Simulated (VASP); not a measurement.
# MnHg (Pm-3m) in VASP: notebook, part 2 of 3

VASP 6.6.1. The steps go on from the part before.

## 4. Single point, PBE, collinear spin, ferromagnetic start (19.13 Å³/atom)

This run uses another cell than the first one, of 19.13 Å³/atom.

Input file INCAR:

```
SYSTEM = MnHg
PREC = Accurate
ENCUT = 520
EDIFF = 1E-6
ISMEAR = -1
SIGMA = 0.1
LREAL = .False.
LASPH = .True.
NELM = 150
ALGO = Normal
ISIF = 2
LWAVE = .False.
LCHARG = .True.
ISPIN = 2
MAGMOM = 4 0
LORBIT = 11
LMAXMIX = 4
GGA = PE
LELF = .True.
LVHAR = .True.
NBANDS = 24
```

Input file KPOINTS:

```
regular mesh
0
Gamma
  10 10 10
  0 0 0
```

Input file POSCAR:

```
MnHg
1.0
    3.3693539228      0.0000000000      0.0000000000
    0.0000000000      3.3693539228      0.0000000000
    0.0000000000      0.0000000000      3.3693539228
Mn Hg
1 1
Direct
    0.5000000000      0.5000000000      0.5000000000
    0.0000000000      0.0000000000      0.0000000000
```

Potentials or basis: VASP PAW PBE potentials, release 64 (Mn_pv, Hg).

Run with:

```console
$ cat potpaw_PBE.64/Mn_pv/POTCAR potpaw_PBE.64/Hg/POTCAR > POTCAR
$ mpirun -np 1 vasp_std > vasp.out
```

OUTCAR:

```text
SYSTEM = MnHg
   PREC = Accurate
   ENCUT = 520
   EDIFF = 1E-6
   ISMEAR = -1
   LREAL = .False.
   LASPH = .True.
   NELM = 150
   ISIF = 2
   ISPIN = 2
   LORBIT = 11
   GGA = PE

 ion  position               nearest neighbor table
   1  0.500  0.500  0.500-   2 2.92   2 2.92   2 2.92   2 2.92   2 2.92   2 2.92   2 2.92   2 2.92

   2  0.000  0.000  0.000-   1 2.92   1 2.92   1 2.92   1 2.92   1 2.92   1 2.92   1 2.92   1 2.92

  LATTYP: Found a simple cubic cell.
 ALAT       =     3.3693539228

  Lattice vectors:

 A1 = (   3.3693539228,   0.0000000000,   0.0000000000)
 A2 = (   0.0000000000,   3.3693539228,   0.0000000000)
 A3 = (   0.0000000000,   0.0000000000,   3.3693539228)

Analysis of symmetry for initial positions (statically):
=====================================================================
 Subroutine PRICEL returns:
 Original cell was already a primitive cell.

 Routine SETGRP: Setting up the symmetry group for a
 simple cubic supercell.

 Subroutine GETGRP returns: Found 48 space group operations
 (whereof 48 operations were pure point group operations)
 out of a pool of 48 trial point group operations.

The static configuration has the point symmetry O_h .

Analysis of symmetry for dynamics (positions and initial velocities):
=====================================================================
 Subroutine PRICEL returns:
 Original cell was already a primitive cell.

 Routine SETGRP: Setting up the symmetry group for a
 simple cubic supercell.

 Subroutine GETGRP returns: Found 48 space group operations
 (whereof 48 operations were pure point group operations)
 out of a pool of 48 trial point group operations.

The dynamic configuration has the point symmetry O_h .

Analysis of structural, dynamic, and magnetic symmetry:
=====================================================================
 Subroutine PRICEL returns:
 Original cell was already a primitive cell.

 Routine SETGRP: Setting up the symmetry group for a
 simple cubic supercell.
[... 147 lines left out ...]
  ext. energy  EPLUGINS =         0.00000000
  ---------------------------------------------------
  free energy    TOTEN  =        -8.50722595 eV

  energy without entropy =       -8.45776260  energy(sigma->0) =       -8.48249427

 E-fermi :   5.1001     XC(G=0): -11.4207

 val. band max:        5.0830766842   @ k =   0.2000   0.1000   0.1000
 cond. band min:       5.1114873374   @ k =   0.2000   0.2000   0.1000
 fundamental gap:      0.0284106532
 Fermi energy:         5.1001179585

 spin component 1

 k-point     1 :       0.0000    0.0000    0.0000
  band No.  band energies     occupation
      1     -45.1487      1.00000
      2     -45.1487      1.00000
      3     -45.1487      1.00000
      4      -4.2239      1.00000
      5      -2.9494      1.00000
      6      -2.9494      1.00000
[... 637 lines left out ...]
     23      21.3094      0.00000
     24      21.8991      0.00000

 [... further k-points ...]

 spin component 2

 k-point     1 :       0.0000    0.0000    0.0000
  band No.  band energies     occupation
      1     -41.0304      1.00000
      2     -41.0304      1.00000
      3     -41.0304      1.00000
      4      -4.0060      1.00000
      5      -2.9346      1.00000
      6      -2.9346      1.00000
[... 637 lines left out ...]
     23      21.6075      0.00000
     24      22.5651      0.00000

 [... further k-points ...]

------------------------ aborting loop because EDIFF is reached ----------------------------------------

  FORCE on cell =-STRESS in cart. coord.  units (eV):
  Direction    XX          YY          ZZ          XY          YZ          ZX
  --------------------------------------------------------------------------------------
  -------------------------------------------------------------------------------------
  Total       -0.6236591     -0.6236591     -0.6236591      0.0000000      0.0000000     -0.0000000
  in kB      -26.1226952    -26.1226952    -26.1226952      0.0000000      0.0000000     -0.0000000
  external PRESSURE =     -26.1226952 kB  Pullay stress =       0.0000000 kB

 VOLUME and BASIS-vectors are now :
 -----------------------------------------------------------------------------
  energy-cutoff  :      520.00
  volume of cell :       38.25
      direct lattice vectors                 reciprocal lattice vectors
     3.369353923  0.000000000  0.000000000     0.296792804  0.000000000  0.000000000
     0.000000000  3.369353923  0.000000000     0.000000000  0.296792804  0.000000000
     0.000000000  0.000000000  3.369353923     0.000000000  0.000000000  0.296792804

 POSITION                                       TOTAL-FORCE (eV/Angst)
 -----------------------------------------------------------------------------------
      1.68468      1.68468      1.68468         0.000000      0.000000      0.000000
      0.00000      0.00000      0.00000         0.000000      0.000000      0.000000
 -----------------------------------------------------------------------------------
    total drift:                                0.000000      0.000000      0.000000

  FREE ENERGIE OF THE ION-ELECTRON SYSTEM (eV)
  ---------------------------------------------------
  free  energy   TOTEN  =        -8.5072259457 eV

  energy  without entropy=       -8.4577626016  energy(sigma->0) =       -8.48249427

 total charge

# of ion       s       p       d       tot
------------------------------------------
    1        0.245   6.157   4.960  11.362
    2        0.816   0.478   9.255  10.550
--------------------------------------------------
tot          1.062   6.635  14.215  21.912

 magnetization (x)

# of ion       s       p       d       tot
------------------------------------------
    1        0.030   0.016   3.845   3.891
    2       -0.037  -0.057   0.044  -0.049
--------------------------------------------------
tot         -0.007  -0.041   3.889   3.842
```

OSZICAR:

```text
N       E                     dE             d eps       ncg     rms          rms(c)
DAV:   1     0.232856070698E+03    0.23286E+03   -0.13725E+04  5440   0.116E+03
DAV:   2    -0.137127399294E+01   -0.23423E+03   -0.22213E+03  5632   0.338E+02
DAV:   3    -0.892428171748E+01   -0.75530E+01   -0.75280E+01  6352   0.685E+01
DAV:   4    -0.898102825618E+01   -0.56747E-01   -0.56743E-01  6104   0.558E+00
DAV:   5    -0.898192114788E+01   -0.89289E-03   -0.89286E-03  6488   0.632E-01    0.919E+00
DAV:   6    -0.872204865593E+01    0.25987E+00   -0.74029E+00  6016   0.196E+01    0.771E+00
DAV:   7    -0.851798378194E+01    0.20406E+00   -0.20699E+00  6136   0.121E+01    0.456E+00
DAV:   8    -0.850981645019E+01    0.81673E-02   -0.53628E-02  5792   0.165E+00    0.252E+00
DAV:   9    -0.850709520003E+01    0.27213E-02   -0.17059E-02  6344   0.872E-01    0.887E-01
DAV:  10    -0.850715798698E+01   -0.62787E-04   -0.27134E-03  5912   0.447E-01    0.879E-02
DAV:  11    -0.850720959752E+01   -0.51611E-04   -0.14788E-04  6152   0.105E-01    0.304E-02
DAV:  12    -0.850722101922E+01   -0.11422E-04   -0.21678E-05  6208   0.332E-02    0.221E-02
DAV:  13    -0.850722608319E+01   -0.50640E-05   -0.54460E-06  6136   0.167E-02    0.939E-03
DAV:  14    -0.850722594572E+01    0.13747E-06   -0.53375E-07  3392   0.626E-03
   1 F= -.85072259E+01 E0= -.84824943E+01  d E =-.494633E-01  mag=     3.9937
```

stdout:

```text
POSCAR found type information on POSCAR MnHg
 POSCAR found :  2 types and       2 ions
 scaLAPACK will be used
 LDA part: xc-table for (Slater+PW92), standard interpolation
 POSCAR, INCAR and KPOINTS ok, starting setup
 FFT: planning ... GRIDC
 FFT: planning ... GRID_SOFT
 FFT: planning ... GRID
 WAVECAR not read
 entering main loop
```

Run time: 69 s. Hardware: 1 thread of Intel Xeon Platinum 8488C (Sapphire Rapids), shared host; peak memory 0.22 GiB.

Results:

| Property | Result |
| --- | --- |
| Free energy | -8.5072 eV |
| Pressure | -2.6 GPa |
| Net moment | 3.99 μB per cell |
| Site moments | Mn +3.89; Hg -0.05 μB |
| Valence electrons inside the program's atomic spheres | Mn 11.36; Hg 10.55 |

Levels at points of the mesh, in eV from the Fermi level:
Spin up:
| k point | band 11 | band 12 | band 13 | band 14 | band 15 | band 16 | band 17 | band 18 |
| --- | --- | --- | --- | --- | --- | --- | --- | --- |
| (0.00, 0.00, 0.00) | -2.98 | -2.18 | -2.18 | -2.18 | 4.72 | 4.72 | 4.72 | 7.90 |
| (0.50, 0.00, 0.00) | -3.29 | -2.80 | -2.80 | -2.36 | -1.71 | 9.64 | 9.64 | 10.04 |
| (0.50, 0.50, 0.00) | -2.21 | -2.21 | -2.14 | -1.57 | -1.57 | 0.34 | 2.53 | 11.51 |
| (0.50, 0.50, 0.50) | -3.66 | -2.12 | -2.12 | 0.20 | 3.92 | 3.92 | 3.92 | 4.13 |
Spin down:
```tsv
k point	band 8	band 9	band 10	band 11	band 12	band 13
(0.00, 0.00, 0.00)	-6.98	-6.98	0.35	0.35	1.44	1.44
(0.50, 0.00, 0.00)	-6.89	-4.98	-4.26	0.06	0.47	0.47
(0.50, 0.50, 0.00)	-6.48	-3.48	-1.33	-1.33	0.48	1.26
(0.50, 0.50, 0.50)	-6.46	-1.43	-1.43	-1.43	0.08	1.86
```

Caveat: spin-orbit coupling is left out, which moves the levels of the heavy elements.

## 5. Single point, PBE, collinear spin, ferromagnetic start (20.04 Å³/atom)

This run uses another cell than the first one, of 20.04 Å³/atom.

Input file INCAR:

```
SYSTEM = MnHg
  ALGO = Normal
  EDIFF = 1E-6
  ENCUT = 520
  GGA = PE
  ISIF = 2
  ISMEAR = -1
  ISPIN = 2
  LASPH = .True.
  LCHARG = .False.
  LMAXMIX = 4
  LORBIT = 11
  LREAL = .False.
  LWAVE = .False.
  MAGMOM = 4 0
  NBANDS = 24
  NELM = 150
  PREC = Accurate
  SIGMA = 0.1
```

Input file KPOINTS:

```
k-points
0
Gamma
  10 10 10
  0 0 0
```

Input file POSCAR:

```
MnHg
1.0
    3.4220085827      0.0000000000      0.0000000000
    0.0000000000      3.4220085827      0.0000000000
    0.0000000000      0.0000000000      3.4220085827
Mn Hg
1 1
Direct
    0.5000000000      0.5000000000      0.5000000000
    0.0000000000      0.0000000000      0.0000000000
```

Run with:

```console
$ cat potpaw_PBE.64/Mn_pv/POTCAR potpaw_PBE.64/Hg/POTCAR > POTCAR
$ mpirun -np 1 vasp_std > vasp.out
```

It took 81 s on 1 thread of Intel Xeon Platinum 8488C (Sapphire Rapids), shared host; peak memory 0.22 GiB.

Results (log left out):

| Quantity | Value |
| --- | --- |
| Free energy | -8.4644 eV |
| Pressure | -5.0 GPa |
| Net moment | 4.09 μB per cell |
| Site moments | Mn +3.96; Hg -0.04 μB |
| Valence electrons inside the program's atomic spheres | Mn 11.33; Hg 10.52 |

Levels at points of the mesh, in eV from the Fermi level:
Spin up:
| k point | band 12 | band 13 | band 14 | band 15 | band 16 | band 17 | band 18 | band 19 |
| --- | --- | --- | --- | --- | --- | --- | --- | --- |
| (0.00, 0.00, 0.00) | -2.29 | -2.29 | -2.29 | 4.57 | 4.57 | 4.57 | 7.30 | 10.35 |
| (0.50, 0.00, 0.00) | -2.85 | -2.85 | -2.45 | -1.83 | 9.27 | 9.27 | 9.57 | 10.20 |
| (0.50, 0.50, 0.00) | -2.32 | -2.26 | -1.47 | -1.47 | 0.10 | 2.22 | 11.09 | 11.09 |
| (0.50, 0.50, 0.50) | -2.24 | -2.24 | 0.01 | 3.74 | 3.74 | 3.74 | 3.80 | 4.34 |
Spin down:
| k point | band 6 | band 7 | band 8 | band 9 | band 10 | band 11 | band 12 | band 13 | band 14 | band 15 |
| --- | --- | --- | --- | --- | --- | --- | --- | --- | --- | --- |
| (0.00, 0.00, 0.00) | -7.83 | -6.88 | -6.88 | -6.88 | 0.38 | 0.38 | 1.40 | 1.40 | 1.40 | 4.94 |
| (0.50, 0.00, 0.00) | -7.18 | -7.18 | -6.81 | -4.93 | -4.08 | 0.14 | 0.50 | 0.50 | 1.26 | 1.90 |
| (0.50, 0.50, 0.00) | -7.22 | -7.22 | -6.43 | -3.44 | -1.23 | -1.23 | 0.47 | 1.22 | 1.22 | 1.78 |
| (0.50, 0.50, 0.50) | -7.70 | -6.41 | -6.41 | -1.29 | -1.29 | -1.29 | -0.11 | 1.81 | 1.81 | 5.09 |

Caveat: the cell stands under tension; spin-orbit coupling is left out, which moves the levels of the heavy elements.

## 6. Single point, PBE, collinear spin, ferromagnetic start (20.04 Å³/atom)

This run uses another cell than the first one, of 20.04 Å³/atom.

Input file INCAR:

```
ALGO     = Normal         # electronic algorithm
EDIFF    = 1E-6           # SCF threshold, eV
ENCUT    = 520            # plane-wave cutoff, eV
GGA      = PE             # functional
ISIF     = 2              # what is computed and relaxed
ISMEAR   = -1             # smearing method
ISPIN    = 2              # spin polarisation
LASPH    = T              # aspherical terms in the spheres
LCHARG   = F              # write CHGCAR
LMAXMIX  = 4              # l up to which the mixer works
LORBIT   = 11             # projections on sites
LREAL    = F              # projectors in reciprocal space
LWAVE    = F              # write WAVECAR
MAGMOM   = 4 0            # initial moments
NBANDS   = 24             # bands
NELM     = 150            # most SCF steps
PREC     = Accurate       # precision mode
SIGMA    = 0.1            # smearing width, eV
```

Input file KPOINTS:

```
k-points
0
Gamma
  10 10 10
```

POSCAR is that of step 5.

Potentials or basis: VASP PAW PBE potentials, release 64 (Mn_pv, Hg).

Run with:

```console
$ cat potpaw_PBE.64/Mn_pv/POTCAR potpaw_PBE.64/Hg/POTCAR > POTCAR
$ mpirun -np 1 vasp_std > vasp.out
```

Wall time 68 s (1 thread of Intel Xeon Platinum 8488C (Sapphire Rapids), shared host); peak memory 0.22 GiB.

The run converged. Its results:

* Free energy: -8.4644 eV
* Pressure: -5.0 GPa
* Net moment: 4.09 μB per cell
* Site moments: Mn +3.96; Hg -0.04 μB
* Valence electrons inside the program's atomic spheres: Mn 11.33; Hg 10.52

Levels at points of the mesh, in eV from the Fermi level:
Spin up:
| k point | band 11 | band 12 | band 13 | band 14 | band 15 | band 16 | band 17 | band 18 | band 19 | band 20 |
| --- | --- | --- | --- | --- | --- | --- | --- | --- | --- | --- |
| (0.00, 0.00, 0.00) | -3.04 | -2.29 | -2.29 | -2.29 | 4.57 | 4.57 | 4.57 | 7.30 | 10.35 | 10.35 |
| (0.50, 0.00, 0.00) | -3.30 | -2.85 | -2.85 | -2.45 | -1.83 | 9.27 | 9.27 | 9.57 | 10.20 | 10.20 |
| (0.50, 0.50, 0.00) | -2.32 | -2.32 | -2.26 | -1.47 | -1.47 | 0.10 | 2.22 | 11.09 | 11.09 | 11.26 |
| (0.50, 0.50, 0.50) | -3.62 | -2.24 | -2.24 | 0.01 | 3.74 | 3.74 | 3.74 | 3.80 | 4.34 | 4.34 |
Spin down:
| k point | band 7 | band 8 | band 9 | band 10 | band 11 | band 12 | band 13 | band 14 |
| --- | --- | --- | --- | --- | --- | --- | --- | --- |
| (0.00, 0.00, 0.00) | -6.88 | -6.88 | -6.88 | 0.38 | 0.38 | 1.40 | 1.40 | 1.40 |
| (0.50, 0.00, 0.00) | -7.18 | -6.81 | -4.93 | -4.08 | 0.14 | 0.50 | 0.50 | 1.26 |
| (0.50, 0.50, 0.00) | -7.22 | -6.43 | -3.44 | -1.23 | -1.23 | 0.47 | 1.22 | 1.22 |
| (0.50, 0.50, 0.50) | -6.41 | -6.41 | -1.29 | -1.29 | -1.29 | -0.11 | 1.81 | 1.81 |

Caveat: the cell stands under tension; spin-orbit coupling is left out, which moves the levels of the heavy elements.

(Continued in part 3 of 3.)
